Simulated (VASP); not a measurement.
Input of a VASP 6.6.1 run:

Contents of INCAR:

```
PREC     = Accurate       # precision mode
ENCUT    = 520            # plane-wave cutoff, eV
EDIFF    = 1E-7           # SCF threshold, eV
ISMEAR   = -1             # smearing method
SIGMA    = 0.02           # smearing width, eV
LREAL    = False          # projectors in reciprocal space
LASPH    = True           # aspherical terms in the spheres
NELM     = 100            # most SCF steps
ALGO     = Normal         # electronic algorithm
ISIF     = 2              # what is computed and relaxed
LWAVE    = False          # write WAVECAR
LCHARG   = False          # write CHGCAR
GGA      = PE             # functional
NBANDS   = 11             # bands
```

The input KPOINTS:

```
regular mesh
0
Gamma
  8 8 8
```

File POSCAR:

```
Si
1.0
    0.0000000000      2.7221188962      2.7556009586
    2.7221188962      0.0000000000      2.7556009586
    2.7221188962      2.7221188962      0.0000000000
Si
2
Direct
    0.0000000000      0.0000000000      0.0000000000
    0.2500000000      0.2500000000      0.2500000000
```

Potentials or basis: VASP PAW PBE potentials, release 64 (Si).

Command:

```sh
$ cat potpaw_PBE.64/Si/POTCAR > POTCAR
$ mpirun -np 1 vasp_std > vasp.out
```

Task: What does it give for the pressure?

Result: 0.1 GPa.

Task: Estimate the band gap on the k mesh.

Result: 0.58 eV, indirect (least direct gap 2.51 eV).

Stress tensor (GPa, compression positive):
```
 0.51  0.00  0.00
 0.00  0.51  0.00
 0.00  0.00 -0.70
```

Caveat: the cell differs from its parent crystal (uniaxial z strain +1.2%). A k mesh can miss the band edges.
